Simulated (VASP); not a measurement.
A run of VASP 6.6.1 is set up as follows.

INCAR

```
  PREC = Accurate
  ENCUT = 520
  EDIFF = 1E-6
  ISMEAR = 0
  SIGMA = 0.01
  LREAL = F
  LASPH = T
  NELM = 100
  ALGO = Normal
  ISIF = 2
  LWAVE = F
  LCHARG = F
  GGA = CA
  NBANDS = 15
```

KPOINTS

```
regular mesh
0
Gamma
  4 4 4
```

POSCAR

```
BaS
1.0
    0.0000000000      3.5194117709      3.5194117709
    3.5194117709      0.0000000000      3.5194117709
    3.5194117709      3.5194117709      0.0000000000
Ba S
1 1
Direct
    0.0000000000      0.0000000000      0.0000000000
    0.2500000000      0.2500000000      0.2500000000
```

Potentials or basis: VASP PAW LDA potentials, release 64 (Ba_sv, S).

Command:

```sh
$ cat potpaw_LDA.64/Ba_sv/POTCAR potpaw_LDA.64/S/POTCAR > POTCAR
$ mpirun -np 1 vasp_std > vasp.out
```

Task: What does it give for the band gap on the k mesh?

Result: 2.44 eV, indirect (least direct gap 3.14 eV).

Task: Estimate the pressure.

Result: -1.6 GPa.

Caveat: spin-orbit coupling is left out, which moves the levels of the heavy elements. A k mesh can miss the band edges.
